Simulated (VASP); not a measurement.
A run of VASP 6.6.1 is set up as follows.

INCAR

```
AGGAC = 1.0 ; AGGAX = 1.0
ALDAC = 0.0 ; ALDAX = 1.0
ALGO = Normal ; EDIFF = 1E-6
ENCUT = 520 ; GGA = B5
ISIF = 2 ; ISMEAR = -1
LASPH = True ; LCHARG = False
LREAL = False ; LWAVE = False
NBANDS = 16 ; NELM = 100
PREC = Accurate ; SIGMA = 0.05
```

Contents of KPOINTS:

```
k-points
0
Gamma
  8 8 8
```

File POSCAR:

```
CdSe
1.0
    0.0000000000      3.1106741371      3.1106741371
    3.1106741371      0.0000000000      3.1106741371
    3.1106741371      3.1106741371      0.0000000000
Cd Se
1 1
Direct
    0.0000000000      0.0000000000      0.0000000000
    0.2500000000      0.2500000000      0.2500000000
```

Potentials or basis: VASP PAW PBE potentials, release 64 (Cd, Se).

Command:

```sh
$ cat potpaw_PBE.64/Cd/POTCAR potpaw_PBE.64/Se/POTCAR > POTCAR
$ mpirun -np 1 vasp_std > vasp.out
```

What does it give for the pressure?

2.3 GPa.

Estimate the band gap on the k mesh.

0.41 eV, direct.

Caveat: the PAW data sets were made with another functional, which shifts forces and pressure a little. Expect the measured gap to be larger: semilocal functionals such as BLYP lack the derivative discontinuity.
